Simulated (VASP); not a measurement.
Wanted: the native input for a VASP 6.6.1 run.

| Property | Result |
| --- | --- |
| Task | single point |
| Functional | LDA |
| Potentials or basis | VASP PAW LDA potentials, release 64 (Pt) |
| Cutoff | 520 eV |
| k mesh | 8 × 8 × 8 |
| Occupations | gaussian, width 0.1 eV |
| Spin | no spin polarisation |
| Dipole correction | no |
| Further INCAR settings | ALGO = Normal; EDIFF = 1e-07; NBANDS = 11 |

The structure of Pt lies in POSCAR:

```
Pt
1.0
    0.0000000000      1.9456504822      1.9456504822
    1.9456504822      0.0000000000      1.9456504822
    1.9456504822      1.9456504822      0.0000000000
Pt
1
Direct
    0.0000000000      0.0000000000      0.0000000000
```

These files were run (other wordings do the same):

INCAR

```
PREC = Accurate
ENCUT = 520
EDIFF = 1E-7
ISMEAR = 0
SIGMA = 0.1
LREAL = False
LASPH = True
NELM = 80
ALGO = Normal
ISIF = 2
LWAVE = False
LCHARG = False
GGA = CA
NBANDS = 11
```

KPOINTS

```
Automatic mesh
0
Gamma
  8 8 8
```

Potentials or basis: VASP PAW LDA potentials, release 64 (Pt).

Launch:

```console
$ cat potpaw_LDA.64/Pt/POTCAR > POTCAR
$ mpirun -np 1 vasp_std > vasp.out
```

Results of the run:

| Property | Result |
| --- | --- |
| Pressure | 0.7 GPa |
| Band gap on the k mesh | zero (band 5 reaches 12.09 eV, above the bottom of band 6 at 9.78 eV) |

Caveat: spin-orbit coupling is left out, which moves the levels of the heavy elements.

It took 2.7 s on 1 thread of AMD EPYC 9R45 96-Core Processor (Zen 5), with other jobs on the host, peak memory 0.09 GiB.
